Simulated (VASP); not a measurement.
Bi2Se3: single point with LDA

The system is Bi2Se3.

```
Bi Se
1.0
     2.06257    1.19083    9.37917
    -2.06257    1.19083    9.37917
     0.00000   -2.38165    9.37917
Bi Se
2 3
Direct
  0.40082 0.40082 0.40082
  0.59918 0.59918 0.59918
  0.00000 0.00000 0.00000
  0.21040 0.21040 0.21040
  0.78960 0.78960 0.78960
```

```yaml
Program: VASP 6.6.1
Task: single point
Functional: LDA
Potentials_or_basis: VASP PAW LDA potentials, release 64 (Bi_d, Se)
Cutoff: 520 eV
k_mesh: 6 × 6 × 6
Occupations: gaussian, width 0.05 eV
Spin: no spin polarisation
```

| Quantity | Value |
| --- | --- |
| Pressure | -0.7 GPa |
| Largest force | 0.029 eV/Å |
| Band gap on the k mesh | 0.01 eV |

Forces in eV/Å, atoms in the order of the input:
```
Bi   0.000  0.000 -0.017
Bi   0.000  0.000  0.017
Se   0.000  0.000  0.000
Se   0.000  0.000 -0.029
Se   0.000  0.000  0.029
```

Stress tensor (GPa, compression positive):
```
-0.71  0.00  0.00
 0.00 -0.71  0.00
 0.00  0.00 -0.60
```

Levels at points of the mesh, in eV from the valence-band top:
| k point | band 22 | band 23 | band 24 | band 25 | band 26 | band 27 |
| --- | --- | --- | --- | --- | --- | --- |
| (0.00, 0.00, 0.00) | -1.29 | -1.29 | 0.00 | 0.01 | 1.19 | 1.19 |
| (0.50, 0.00, 0.00) | -2.36 | -1.29 | -0.56 | 0.66 | 1.71 | 2.86 |
| (0.50, 0.50, 0.00) | -1.99 | -1.82 | -1.00 | 1.20 | 1.85 | 2.50 |
| (0.50, 0.50, 0.50) | -1.54 | -1.54 | -0.59 | 0.59 | 1.57 | 1.57 |

Wall time 6.3 min on 1 thread of AMD EPYC 9R45 96-Core Processor (Zen 5) (shared host), peak memory 0.5 GiB.

Caveat: spin-orbit coupling is left out, which moves the levels of the heavy elements. A k mesh can miss the band edges.
